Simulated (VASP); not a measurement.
Input of a VASP 6.6.1 run:

The input INCAR:

```
SYSTEM = Cd8I15
  ALGO = Normal
  EDIFF = 1E-7
  ENCUT = 520
  GGA = PE
  ISIF = 2
  ISMEAR = -1
  LASPH = .True.
  LCHARG = .False.
  LREAL = Auto
  LWAVE = .False.
  NBANDS = 118
  NELM = 80
  PREC = Accurate
  SIGMA = 0.1
```

The input KPOINTS:

```
k-points
0
Gamma
  2 2 1
  0 0 0
```

POSCAR

```
Cd8I15
1.0
    4.2210316800      7.3110413400      0.0000000000
   -4.2210340000      7.3110426700      0.0000000000
    0.0000000000      0.0000000000     13.6437640000
Cd I
8 15
Direct
    0.0016268670     -0.0014294940      0.0064818623
    0.0089259596     -0.0161167244      0.4780575214
    0.0036327265      0.4995128809     -0.0007222347
   -0.0748517324      0.5001292257      0.4990566386
    0.5007410251      0.0003941524     -0.0079850399
    0.4928925317      0.0161107423      0.5207311560
    0.4987319341      0.4995134589     -0.0007011262
    0.5764818682      0.5004125123      0.4987218337
    0.1751719730      0.1668516405      0.1256829127
    0.1552122443      0.1375342630      0.6280792456
    0.3324173426      0.3370527539      0.8659014477
    0.1699803398      0.6618924177      0.1326707205
    0.3468542245      0.8615907074      0.3705930416
    0.2516100721      0.4986685929      0.4996956851
    0.3272135177      0.8320811025      0.8728402221
    0.6598828461      0.1669030380      0.1257205856
    0.8432347962      0.3157197475      0.3417521734
    0.7090824178      0.1375995430      0.6280362223
    0.8359690218      0.3299444459      0.8752896928
    0.6663308886      0.6692513706      0.1233048300
    0.7934414278      0.8614262294      0.3706296884
    0.6592397579      0.6830456478      0.6565848691
    0.8425118882      0.8321272396      0.8728337723
```

Potentials or basis: VASP PAW PBE potentials, release 64 (Cd, I).

The run is started by

```bash
$ cat potpaw_PBE.64/Cd/POTCAR potpaw_PBE.64/I/POTCAR > POTCAR
$ mpirun -np 1 vasp_std > vasp.out
```

Question: Estimate the band gap on the k mesh.

Answer: Zero (an odd number of electrons rules out a gap without spin polarisation).

Question: What does it give for the largest force?

Answer: 0.026 eV/Å.

Question: What does it give for the pressure?

Answer: 2.5 GPa.

Forces in eV/Å, atoms in the order of the input:
```
Cd  -0.001  0.000  0.004
Cd   0.007 -0.005  0.001
Cd  -0.001  0.000  0.000
Cd   0.002  0.004 -0.001
Cd   0.000  0.001 -0.003
Cd  -0.008  0.004  0.001
Cd  -0.001 -0.002 -0.001
Cd  -0.006 -0.006 -0.002
I    0.002  0.001  0.022
I   -0.002 -0.004  0.020
I   -0.003  0.003 -0.022
I    0.002 -0.001  0.022
I    0.004  0.004 -0.022
I    0.004  0.000  0.000
I   -0.003  0.002 -0.020
I    0.002 -0.002  0.023
I   -0.003  0.004 -0.026
I    0.002  0.004  0.020
I    0.001  0.000 -0.020
I    0.001 -0.002  0.022
I   -0.003 -0.004 -0.021
I    0.004 -0.002  0.024
I   -0.001  0.001 -0.020
```

Caveat: the k points lie up to 0.46 Å⁻¹ apart, too coarse for converged energies and pressures of a metal; spin-orbit coupling is left out, which moves the levels of the heavy elements; an odd number of electrons without spin polarisation forces a metal; a magnetic or distorted state may lie lower.
